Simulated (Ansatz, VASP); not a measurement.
**BPtF6 in VASP and in Ansatz**

```
B F Pt
1.0
     4.90259    0.00000    0.00000
    -2.45130    4.24578    0.00000
    -2.45130    1.41526    4.53465
B F Pt
1 6 1
Direct
  0.50000 0.50000 0.50000
  0.24200 0.11800 0.75100
  0.88200 0.37300 0.75100
  0.62700 0.75800 0.75100
  0.75800 0.88200 0.24900
  0.11800 0.62700 0.24900
  0.37300 0.24200 0.24900
  0.00000 0.00000 0.00000
```

Alike in both runs: task relaxation of cell and atoms; functional PBE; k mesh 5 × 5 × 5; occupations fermi-dirac, width 0.0476 eV; no spin polarisation.

|  | VASP | Ansatz |
| --- | --- | --- |
| version | VASP 6.6.1 | Ansatz 0.2.0 |
| potentials or method | VASP PAW PBE potentials, release 64 (B, F, Pt), cutoff 600 eV | PAW plane waves |
| valence electrons in the cell | 55 | 63 |

Ansatz gave:

* gap on the k mesh at the Fermi level, each at its own relaxed structure (eV): none
* relaxed volume (Å³/atom): 10.57
* relaxed cell length with the largest relative difference (Å): 4.788

Question: Which values does VASP return?

Answer: gap on the k mesh at the Fermi level, each at its own relaxed structure (eV): none; relaxed volume (Å³/atom): 10.48; relaxed cell length with the largest relative difference (Å): 4.769.

A gap of «none» marks a metal or a gap that the smearing closes. VASP's potentials hold 55 valence electrons a cell and Ansatz's 63, so a difference there can come from the potentials and not from the codes. Ansatz's warnings: structure snapped to symmetry.

Neither program's run includes spin-orbit coupling.
